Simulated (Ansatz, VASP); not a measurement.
**Two plane-wave programs on Os**

File INCAR:

```
SYSTEM = Os
ALGO = Normal
EDIFF = 1E-6
ENCUT = 500
GGA = CA
GGA_COMPAT = .FALSE.
ISIF = 2
ISMEAR = -1
LASPH = .TRUE.
LCHARG = .FALSE.
LREAL = .FALSE.
LWAVE = .FALSE.
NBANDS = 23
NELM = 120
PREC = Accurate
SIGMA = 0.1
```

The input KPOINTS:

```
k-points
0
G
  6 6 4
  0 0 0
```

The input POSCAR:

```
Os
1.0
    2.7175247593      0.0000000000      0.0000000000
   -1.3587623796      2.3534454770      0.0000000000
    0.0000000000      0.0000000000      4.2844606214
Os
2
Direct
    0.3333333333      0.6666666667      0.2500000000
    0.6666666667      0.3333333333      0.7500000000
```

Input for Ansatz:

```yaml
crystal:
  lattice:
    - [2.7175247593, 0.0, 0.0]
    - [-1.3587623796, 2.353445477, 0.0]
    - [0.0, 0.0, 4.2844606214]
  atoms:
    - { symbol: Os, position: [0.3333333333, 0.6666666667, 0.25] }
    - { symbol: Os, position: [0.6666666667, 0.3333333333, 0.75] }
hamiltonian:
  xc: lda
  pseudopotentials:
    kind: paw
    azcp:
      Os: "pseudopotentials/Os.paw.azcp"
basis:
  ecutwfc: 420
  fft_grid_basis: typed
kpoints:
  mp_grid: { grid: [6, 6, 4], shift: [0, 0, 0] }
magnetization:
  spin_polarized: false
scf:
  occupations: { method: fermi_dirac, width: 0.1 }
  lower_state_search: "off"
output:
  stress: true
  write_density: true
  write_potential: true
  elf: true
  volumetric_format: npy
```

Alike in both runs: task single point; functional LDA; k mesh 6 × 6 × 4; occupations fermi-dirac, width 0.1 eV; no spin polarisation.

```csv
,VASP,Ansatz
version,VASP 6.6.1,Ansatz 0.2.0
potentials or method,"VASP PAW LDA potentials, release 64 (Os_sv_GW), cutoff 500 eV","plane waves (420 eV) with PAW, scalar-relativistic"
valence electrons in the cell,32,32
```

|  | VASP | Ansatz | Ansatz less VASP |
| --- | --- | --- | --- |
| pressure (GPa) | 0.3 | 1.0 | +0.72 |
| traceless stress, the component that is largest in VASP (GPa) | -3.02 | -3.11 | -0.087 |

Ansatz warns that its potentials were made for another functional, while VASP's fit it. LDA's correlation is that of Perdew and Zunger in VASP and of Perdew and Wang (1992) in Ansatz.

The k mesh is coarse, so the values compare programs but aren't converged. Neither program's run includes spin-orbit coupling.
